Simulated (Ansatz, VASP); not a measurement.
# Al3Si2F in VASP and in Ansatz

```
CELL_PARAMETERS angstrom
2.08100 1.20147 7.53865
-2.08100 1.20147 7.53865
0.00000 -2.40293 7.53865
ATOMIC_POSITIONS crystal
Al 0.00000 0.00000 0.00000
Al 0.41802 0.41802 0.41802
Al 0.58198 0.58198 0.58198
Si 0.71806 0.71806 0.71806
Si 0.28194 0.28194 0.28194
F 0.50000 0.50000 0.50000
```

Change from the starting cell: species swapped into the NaCu3Te2 type (R-3m, No. 166).

Alike in both runs: functional PBE; k mesh 4 × 4 × 4; occupations gaussian, width 0.15 eV; no spin polarisation.

Ansatz relaxed the structure, and its values are those at the end. VASP's run is a single point on that final structure, the one shown.

|  | VASP | Ansatz |
| --- | --- | --- |
| version | VASP 6.6.1 | Ansatz 0.2.0 |
| potentials or method | VASP PAW PBE potentials, release 64 (Al, Si, F), cutoff 520 eV | scalar-relativistic, plane waves, PAW |
| valence electrons in the cell | 24 | 24 |

```tsv
	VASP	Ansatz	Ansatz less VASP
gap on the k mesh at the Fermi level (eV)	none	none	-
pressure (GPa)	0.2	0.3	+0.07
rms of the force components (eV/Å)	0.006	0.006	+0.0003
```

A gap of «none» marks a metal or a gap that the smearing closes. With one functional, cell and mesh, what is left measures potentials, basis and numerics.

The k mesh is coarse, so the values compare programs but aren't converged.
